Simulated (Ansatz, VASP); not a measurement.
Two plane-wave programs on Hg

```
Hg
1.0
    -1.79341    1.79341    1.79341
     1.79341   -1.79341    1.79341
     1.79341    1.79341   -1.79341
Hg
1
Direct
  0.00000 0.00000 0.00000
```

Alike in both runs: task relaxation of cell and atoms; functional r2SCAN; k mesh 12 × 12 × 12; occupations fermi-dirac, width 0.1 eV; no spin polarisation.

|  | VASP | Ansatz |
| --- | --- | --- |
| version | VASP 6.6.1 | Ansatz 0.2.0 |
| potentials or method | VASP PAW PBE potentials, release 64 (Hg), cutoff 550 eV | plane waves (500 eV) with PAW, scalar-relativistic |
| valence electrons in the cell | 12 | 20 |

Ansatz gave:

```
relaxed volume (Å³/atom)                                     : 26.65
relaxed cell length with the largest relative difference (Å) : 3.259
```

Problem. What did VASP give for the same quantities?

Solution. Relaxed volume (Å³/atom): 27.08; relaxed cell length with the largest relative difference (Å): 3.276.

VASP's potentials were made for PBE, not for r2SCAN. VASP's potentials hold 12 valence electrons a cell and Ansatz's 20, so a difference there can come from the potentials and not from the codes.

Neither program's run includes spin-orbit coupling. Noted on VASP's run: the volume moved by over 15 % at a fixed basis, so the end points are rough.
